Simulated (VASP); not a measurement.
# ZnSe (Stilleite) (F-43m) in VASP: a series of runs

The runs below take ZnSe (Stilleite) through single point, with PBE.

Everything below comes from runs of VASP 6.6.1. Logs are shortened: lines on timing, memory, paths and dates and some standing lists are left out, and cuts for length are marked.

## 1. The cell of the first run

It takes space group F-43m (No. 216, cubic). The conventional cell has a = 5.552 Å, b = 5.552 Å, c = 5.552 Å, α = 90.00°, β = 90.00°, γ = 90.00°. Zn (site symmetry -43m) has 4 Se at 2.40 Å within 3.2 Å. Se (site symmetry -43m) has 4 Zn at 2.40 Å within 3.2 Å.

## 2. Single point, PBE (volume scaled by 0.94, then relaxed in part)

INCAR reads:

```
ALGO = Normal ; EDIFF = 1E-7
ENCUT = 520 ; GGA = PE
ISIF = 2 ; ISMEAR = -1
LASPH = True ; LCHARG = False
LREAL = False ; LWAVE = False
NBANDS = 16 ; NELM = 60
PREC = Accurate ; SIGMA = 0.02
```

KPOINTS reads:

```
k-points
0
Gamma
  13 13 13
```

POSCAR reads:

```
ZnSe
1.0
    0.0000000000      2.7759511149      2.7759511149
    2.7759511149      0.0000000000      2.7759511149
    2.7759511149      2.7759511149      0.0000000000
Zn Se
1 1
Direct
    0.0000000000      0.0000000000      0.0000000000
    0.2500000000      0.2500000000      0.2500000000
```

Potentials or basis: VASP PAW PBE potentials, release 64 (Zn, Se).

On the command line:

```bash
$ cat potpaw_PBE.64/Zn/POTCAR potpaw_PBE.64/Se/POTCAR > POTCAR
$ mpirun -np 1 vasp_std > vasp.out
```

OUTCAR:

```text
EDIFF = 1E-7
   ENCUT = 520
   GGA = PE
   ISIF = 2
   ISMEAR = -1
   LASPH = True
   LREAL = False
   NELM = 60
   PREC = Accurate

 ion  position               nearest neighbor table
   1  0.000  0.000  0.000-   2 2.40   2 2.40   2 2.40   2 2.40
   2  0.250  0.250  0.250-   1 2.40   1 2.40   1 2.40   1 2.40

  LATTYP: Found a face centered cubic cell.
 ALAT       =     5.5519022298

  Lattice vectors:

 A1 = (   0.0000000000,   2.7759511149,   2.7759511149)
 A2 = (   2.7759511149,   0.0000000000,   2.7759511149)
 A3 = (   2.7759511149,   2.7759511149,   0.0000000000)

Analysis of symmetry for initial positions (statically):
=====================================================================
 Subroutine PRICEL returns:
 Original cell was already a primitive cell.

 Routine SETGRP: Setting up the symmetry group for a
 face centered cubic supercell.

 Subroutine GETGRP returns: Found 24 space group operations
 (whereof 24 operations were pure point group operations)
 out of a pool of 48 trial point group operations.

The static configuration has the point symmetry T_d .

Analysis of symmetry for dynamics (positions and initial velocities):
=====================================================================
 Subroutine PRICEL returns:
 Original cell was already a primitive cell.

 Routine SETGRP: Setting up the symmetry group for a
 face centered cubic supercell.

 Subroutine GETGRP returns: Found 24 space group operations
 (whereof 24 operations were pure point group operations)
 out of a pool of 48 trial point group operations.

The dynamic configuration has the point symmetry T_d .

 Subroutine INISYM returns: Found 24 space group operations
 (whereof 24 operations are pure point group operations),
 and found     1 'primitive' translations

----------------------------------------------------------------------------------------

                                     Primitive cell

  volume of cell :      42.7824

  direct lattice vectors                    reciprocal lattice vectors
     0.000000000  2.775951115  2.775951115    -0.180118446  0.180118446  0.180118446
     2.775951115  0.000000000  2.775951115     0.180118446 -0.180118446  0.180118446
     2.775951115  2.775951115  0.000000000     0.180118446  0.180118446 -0.180118446

  length of vectors
     3.925787715  3.925787715  3.925787715     0.311974299  0.311974299  0.311974299
[... 68 lines left out ...]
   ions per type =               1   1
   NGX,Y,Z   is equivalent  to a cutoff of  12.70, 12.70, 12.70 a.u.
   NGXF,Y,Z  is equivalent  to a cutoff of  25.41, 25.41, 25.41 a.u.
 SYSTEM =  unknown system
   PREC   = accura    normal or accurate (medium, high low for compatibility)
   ISTART =      0    job   : 0-new  1-cont  2-samecut
   ICHARG =      2    charge: 1-file 2-atom 10-const
   ISPIN  =      1    spin polarized calculation?
   LNONCOLLINEAR =      F non collinear calculations
   LSORBIT =      F    spin-orbit coupling
   LASPH  =      T    aspherical Exc in radial PAW
   ENCUT  =  520.0 eV  38.22 Ry    6.18 a.u.   7.30  7.30  7.30*2*pi/ulx,y,z
   NELM   =     60;   NELMIN=  2; NELMDL= -5     # of ELM steps
   EDIFF  = 0.1E-06   stopping-criterion for ELM
   LREAL  =      F    real-space projection
   EDIFFG = 0.1E-05   stopping-criterion for IOM
   NSW    =      0    number of steps for IOM
   IBRION =     -1    ionic relax: 0-MD 1-quasi-New 2-CG
   NFREE  =      0    steps in history (QN), initial steepest desc. (CG)
   ISIF   =      2    stress and relaxation
   ISYM   =      2    0-nonsym 1-usesym 2-fastsym
   POTIM  = 0.5000    time-step for ionic-motion
   TEBEG  =    0.0;   TEEND  =   0.0 temperature during run
   PSTRESS=    0.0 pullay stress
   NELECT =      18.0000    total number of electrons
   NUPDOWN=      -1.0000    fix difference up-down
   EMIN   =  10.00;   EMAX   =-10.00  energy-range for DOS
   EFERMI =   0.00;   METHOD = LEGACY
   ISMEAR =    -1;   SIGMA  =   0.02  broadening in eV -4-tet -1-fermi 0-gaus
   EFERMI_NEDOS =   21; number of points for ismear=-14 and -15
   IALGO  =     38    algorithm
   IMIX   =      4    mixing-type and parameters
     AMIX     =   0.40;   BMIX     =  1.00
     AMIX_MAG =   1.60;   BMIX_MAG =  1.00
  volume/ion in A,a.u.               =      21.39       144.36
  Fermi-wavevector in a.u.,A,eV,Ry     =   1.226716  2.318156 20.474468  1.504831
  Thomas-Fermi vector in A             =   2.361706
   LORBIT       =      0    0 simple, 1 ext, 2 COOP (PROOUT), +10 PAW based schemes
   GGA     = PE    functional components
[... 5 lines left out ...]
 non-spin polarized calculation
  energy-cutoff  :      520.00
  volume of cell :       42.78
 maximum number of plane-waves:      1185
 NGX is ok and might be reduce to    30
   NGX = 15   NGY = 15   NGZ = 15

 number of electron      17.9999986 magnetization

 Free energy of the ion-electron system (eV)
  ---------------------------------------------------
  ext. energy  EPLUGINS =         0.00000000
  ---------------------------------------------------
  free energy    TOTEN  =        -5.94266564 eV

  energy without entropy =       -5.94266564  energy(sigma->0) =       -5.94266564

 E-fermi :   2.5246     XC(G=0):  -9.6077

 val. band max:        2.1642911510   @ k =   0.0000   0.0000   0.0000
 cond. band min:       3.7110934541   @ k =   0.0000   0.0000   0.0000
 fundamental gap:      1.5468023031
 Fermi energy:         2.5246074132

 k-point     1 :       0.0000    0.0000    0.0000
  band No.  band energies     occupation
      1     -11.5134      2.00000
      2      -4.6273      2.00000
      3      -4.6273      2.00000
      4      -4.6273      2.00000
      5      -4.1986      2.00000
      6      -4.1986      2.00000
[... 433 lines left out ...]
      3      -4.4887      2.00000
      4      -4.3156      2.00000
      5      -4.1707      2.00000
      6      -4.1242      2.00000
[... 8 lines left out ...]
     15      14.9583      0.00000
     16      15.7544      0.00000

 [... further k-points ...]
[... 5 lines left out ...]
  --------------------------------------------------------------------------------------
  -------------------------------------------------------------------------------------
  Total        1.8911221      1.8911221      1.8911221      0.0000000      0.0000000     -0.0000000
  in kB       70.8214326     70.8214326     70.8214326      0.0000000      0.0000000     -0.0000000
  external PRESSURE =      70.8214326 kB  Pullay stress =       0.0000000 kB

 VOLUME and BASIS-vectors are now :
 -----------------------------------------------------------------------------
  energy-cutoff  :      520.00
  volume of cell :       42.78
      direct lattice vectors                 reciprocal lattice vectors
     0.000000000  2.775951115  2.775951115    -0.180118446  0.180118446  0.180118446
     2.775951115  0.000000000  2.775951115     0.180118446 -0.180118446  0.180118446
     2.775951115  2.775951115  0.000000000     0.180118446  0.180118446 -0.180118446

 POSITION                                       TOTAL-FORCE (eV/Angst)
 -----------------------------------------------------------------------------------
      0.00000      0.00000      0.00000         0.000000      0.000000      0.000000
      1.38798      1.38798      1.38798        -0.000000     -0.000000     -0.000000
 -----------------------------------------------------------------------------------
    total drift:                                0.000001      0.000001      0.000001

  FREE ENERGIE OF THE ION-ELECTRON SYSTEM (eV)
  ---------------------------------------------------
  free  energy   TOTEN  =        -5.9426656429 eV

  energy  without entropy=       -5.9426656428  energy(sigma->0) =       -5.94266564
```

OSZICAR:

```text
N       E                     dE             d eps       ncg     rms          rms(c)
DAV:   1     0.882746811852E+02    0.88275E+02   -0.88048E+03  2696   0.130E+03
DAV:   2    -0.847360728778E+00   -0.89122E+02   -0.83753E+02  3096   0.256E+02
DAV:   3    -0.619117010539E+01   -0.53438E+01   -0.53263E+01  3256   0.609E+01
DAV:   4    -0.623163757892E+01   -0.40467E-01   -0.40464E-01  3312   0.576E+00
DAV:   5    -0.623182351478E+01   -0.18594E-03   -0.18593E-03  3384   0.350E-01    0.534E+00
DAV:   6    -0.596339877180E+01    0.26842E+00   -0.53393E-01  3904   0.250E+01    0.403E+00
DAV:   7    -0.594274393869E+01    0.20655E-01   -0.16558E-01  3160   0.372E+00    0.170E+00
DAV:   8    -0.594240151945E+01    0.34242E-03   -0.47464E-03  3680   0.802E-01    0.475E-01
DAV:   9    -0.594256861318E+01   -0.16709E-03   -0.11721E-03  3192   0.262E-01    0.639E-02
DAV:  10    -0.594268248864E+01   -0.11388E-03   -0.25584E-04  3440   0.126E-01    0.275E-02
DAV:  11    -0.594266453735E+01    0.17951E-04   -0.50736E-05  3280   0.698E-02    0.641E-03
DAV:  12    -0.594266531024E+01   -0.77289E-06   -0.69829E-06  3480   0.163E-02    0.225E-03
DAV:  13    -0.594266570440E+01   -0.39415E-06   -0.41787E-07  3248   0.426E-03    0.140E-03
DAV:  14    -0.594266564285E+01    0.61546E-07   -0.19558E-08  2824   0.176E-03
   1 F= -.59426656E+01 E0= -.59426656E+01  d E =-.201615E-10
```

Wall time 28 s (1 thread of Intel Xeon 6975P-C (Granite Rapids), shared host); peak memory 0.2 GiB.

What came out:

| Property | Result |
| --- | --- |
| Free energy | -5.9427 eV |
| Pressure | 7.1 GPa |
| Band gap on the k mesh | 1.55 eV, direct |

Levels at points of the mesh, in eV from the valence-band top:
```
           k point  band 7  band 8  band 9  band 10  band 11  band 12
(0.00, 0.00, 0.00)    0.00    0.00    0.00     1.55     5.77     5.77
```

[end of part 1 of 3]
